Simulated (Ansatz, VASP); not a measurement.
# ZnO: VASP beside Ansatz

```
Zn O
1.0
     3.24940    0.00000    0.00000
    -1.62470    2.81406    0.00000
     0.00000    0.00000    5.35991
Zn O
2 2
Direct
  0.33333 0.66667 0.00418
  0.66667 0.33333 0.50418
  0.33333 0.66667 0.37792
  0.66667 0.33333 0.87792
```

Change from the starting cell: z stretched by +3 %, ions relaxed.

Alike in both runs: functional PBE; k mesh 11 × 11 × 6; occupations fermi-dirac, width 0.02 eV; no spin polarisation.

Ansatz relaxed the structure, and its values are those at the end. VASP's run is a single point on that final structure, the one shown.

|  | VASP | Ansatz |
| --- | --- | --- |
| version | VASP 6.6.1 | Ansatz 0.2.0 |
| potentials or method | VASP PAW PBE potentials, release 64 (Zn, O) | plane-wave PAW, scalar-relativistic |
| plane-wave cutoff (eV) | 520 | 420 |
| valence electrons in the cell | 36 | 36 |

```tsv
	VASP	Ansatz	Ansatz less VASP
pressure (GPa)	1.7	0.7	-0.93
```

Ansatz's warnings: stress scf threshold loose.
